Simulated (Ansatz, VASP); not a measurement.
## One calculation of PtSe2, two programs

INCAR

```
SYSTEM = PtSe2
PREC = Accurate
ENCUT = 520
EDIFF = 1E-7
ISMEAR = 0
SIGMA = 0.016
LREAL = .FALSE.
LASPH = .TRUE.
NELM = 60
ALGO = Normal
ISIF = 2
LWAVE = .FALSE.
LCHARG = .TRUE.
GGA = PE
LELF = .TRUE.
LVHAR = .TRUE.
NBANDS = 18
```

File KPOINTS:

```
Automatic mesh
0
G
  8 8 5
  0 0 0
```

POSCAR

```
PtSe2
1.0
    3.7240000000      0.0000000000      0.0000000000
   -1.8620000000      3.2250786037      0.0000000000
    0.0000000000      0.0000000000      5.0620000000
Pt Se
1 2
Direct
    0.0000000000      0.0000000000      0.0000000000
    0.6666666667      0.3333333333      0.7500000000
    0.3333333333      0.6666666667      0.2500000000
```

The input input.yaml:

```yaml
crystal:
  lattice:
    - [3.724, 0.0, 0.0]
    - [-1.862, 3.2250786037, 0.0]
    - [0.0, 0.0, 5.062]
  atoms:
    - { symbol: Pt, position: [0.0, 0.0, 0.0] }
    - { symbol: Se, position: [0.6666666667, 0.3333333333, 0.75] }
    - { symbol: Se, position: [0.3333333333, 0.6666666667, 0.25] }
hamiltonian:
  xc: pbe
  pseudopotentials: { kind: paw }
kpoints:
  mp_grid: { grid: [8, 8, 5] }
scf:
  occupations: { method: gaussian, width: 0.016 }
output:
  forces: true
  stress: true
  eigenvalues: true
  write_density: true
  write_potential: true
  elf: true
  volumetric_format: npy
```

Alike in both runs: task single point; functional PBE; k mesh 8 × 8 × 5; occupations gaussian, width 0.016 eV; no spin polarisation.

```csv
,VASP,Ansatz
version,VASP 6.6.1,Ansatz 0.2.0
potentials or method,"VASP PAW PBE potentials, release 64 (Pt, Se)",Ansatz PAW
plane-wave cutoff (eV),520,420
valence electrons in the cell,22,50
```

|  | VASP | Ansatz | Ansatz less VASP |
| --- | --- | --- | --- |
| gap on the k mesh at the Fermi level (eV) | none | none | - |
| pressure (GPa) | 7.3 | 7.3 | +0.01 |
| traceless stress, the component that is largest in VASP (GPa) | -1.16 | -1.15 | +0.005 |
| rms of the force components (eV/Å) | 0.271 | 0.269 | -0.0025 |

Atom by atom the forces differ by 0.003 eV/Å (rms over components). A gap of «none» marks a metal or a gap that the smearing closes. VASP's potentials hold 22 valence electrons a cell and Ansatz's 50, so a difference there can come from the potentials and not from the codes.

Neither program's run includes spin-orbit coupling.
